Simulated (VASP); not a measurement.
Runs of VASP 6.6.1 on SnSe2. The structure is that of space group P-3m1 (No. 164), or close to it. The cells are those of the table. 

```csv
cell,gap on the mesh (eV),pressure (GPa),largest force (eV/Å)
"a = 3.492, b = 3.492, c = 7.310 Å, angles 90.0, 90.0, 120.0°, 3 atoms",(c),(a),1.36
"a = 3.863, b = 3.863, c = 5.972 Å, angles 90.0, 90.0, 120.0°, 3 atoms",0.80,3.3,0.67
"a = 3.750, b = 3.750, c = 6.340 Å, angles 90.0, 90.0, 120.0°, 3 atoms",0.95,(d),0.16
"a = 4.105, b = 4.105, c = 5.289 Å, angles 90.0, 90.0, 120.0°, 3 atoms",(b),2.2,1.11
```

Alike in all rows: task single point; level r2SCAN; potentials or basis VASP PAW PBE potentials, release 64 (Sn_d, Se); no spin polarisation; k mesh 12 × 12 × 6; cutoff (eV) 520; smearing gaussian 0.05 eV.

Problem. Fill in the values left out.

Solution. (a) 4.8; (b) 0.16; (c) none; (d) 3.5.

Caveats: the PAW data sets were made with another functional, which shifts forces and pressure a little; spin-orbit coupling is left out, which moves the levels of the heavy elements.

A k mesh can miss the band edges, and the runs leave out spin-orbit coupling on Se, Sn.
